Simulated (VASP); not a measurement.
A run of VASP 6.6.1 is set up as follows.

INCAR

```
SYSTEM = Ba2Tl5V3O12
PREC     = Accurate       ! precision mode
ENCUT    = 520            ! plane-wave cutoff, eV
EDIFF    = 1E-7           ! SCF threshold, eV
ISMEAR   = -1             ! smearing method
SIGMA    = 0.05           ! smearing width, eV
LREAL    = .FALSE.        ! projectors in reciprocal space
LASPH    = .TRUE.         ! aspherical terms in the spheres
NELM     = 120            ! most SCF steps
ALGO     = Normal         ! electronic algorithm
ISIF     = 2              ! what is computed and relaxed
LWAVE    = .FALSE.        ! write WAVECAR
LCHARG   = .TRUE.         ! write CHGCAR
ISPIN    = 2              ! spin polarisation
MAGMOM   = 0 0 2 2 2 0 0 0 0 0 0 0 0 0 0 0 0 0 0 0 0 0 ! initial moments
LORBIT   = 11             ! projections on sites
LMAXMIX  = 4              ! l up to which the mixer works
GGA      = PE             ! functional
LVHAR    = .TRUE.       
KPAR     = 4
```

The input KPOINTS:

```
Automatic mesh
0
G
  3 3 4
  0 0 0
```

The input POSCAR:

```
Ba2Tl5V3O12
1.0
   10.9745700000      0.0000000000      0.0000000000
    0.0000000000     10.9745700000      0.0000000000
    0.0000000000      0.0000000000      6.6040000000
Ba V Tl O
2 3 5 12
Direct
    0.0000000000      0.5000000000      0.0000000000
    0.5000000000      0.0000000000      0.0000000000
    0.5000000000      0.5000000000      0.0000000000
    0.5000000000      0.0000000000      0.5000000000
    0.0000000000      0.5000000000      0.5000000000
    0.5000000000      0.5000000000      0.5000000000
    0.7126000000      0.2874000000      0.4022800000
    0.2874000000      0.7126000000      0.4022800000
    0.7126000000      0.7126000000      0.5977200000
    0.2874000000      0.2874000000      0.5977200000
    0.4106400000      0.5893600000      0.1577000000
    0.5893600000      0.4106400000      0.1577000000
    0.5893600000      0.5893600000      0.8423000000
    0.4106400000      0.4106400000      0.8423000000
    0.5866100000      0.0857000000      0.3337800000
    0.4133900000      0.0857000000      0.6662200000
    0.5866100000      0.9143000000      0.6662200000
    0.4133900000      0.9143000000      0.3337800000
    0.0857000000      0.5866100000      0.3337800000
    0.0857000000      0.4133900000      0.6662200000
    0.9143000000      0.5866100000      0.6662200000
    0.9143000000      0.4133900000      0.3337800000
```

Potentials or basis: VASP PAW PBE potentials, release 64 (Ba_sv, V_sv, Tl_d, O).

Run with:

```sh
$ cat potpaw_PBE.64/Ba_sv/POTCAR potpaw_PBE.64/V_sv/POTCAR potpaw_PBE.64/Tl_d/POTCAR potpaw_PBE.64/O/POTCAR > POTCAR
$ mpirun -np 4 vasp_std > vasp.out
```

Q: Estimate the net moment.

A: 0.00 μB per cell.

Q: Predict the pressure.

A: 0.4 GPa.

Q: Predict the band gap on the k mesh.

A: 2.57 eV (least direct gap 2.63 eV).

Q: Predict the largest force.

A: 0.210 eV/Å.

Forces on the atoms (eV/Å):
```
Ba   0.000  0.000  0.000
Ba   0.000  0.000  0.000
V    0.000  0.000  0.000
V    0.000  0.000  0.000
V    0.000  0.000  0.000
Tl   0.000  0.000  0.000
Tl   0.005 -0.005  0.007
Tl  -0.005  0.005  0.007
Tl   0.005  0.005 -0.007
Tl  -0.005 -0.005 -0.007
O   -0.078  0.078  0.082
O    0.078 -0.078  0.082
O    0.078  0.078 -0.082
O   -0.078 -0.078 -0.082
O    0.145  0.149  0.027
O   -0.145  0.149 -0.027
O    0.145 -0.149 -0.027
O   -0.145 -0.149  0.027
O    0.149  0.145  0.027
O    0.149 -0.145 -0.027
O   -0.149  0.145 -0.027
O   -0.149 -0.145  0.027
```

Caveat: spin-orbit coupling is left out, which moves the levels of the heavy elements; an odd mesh through Γ misses points on the zone boundary, where band edges can lie.
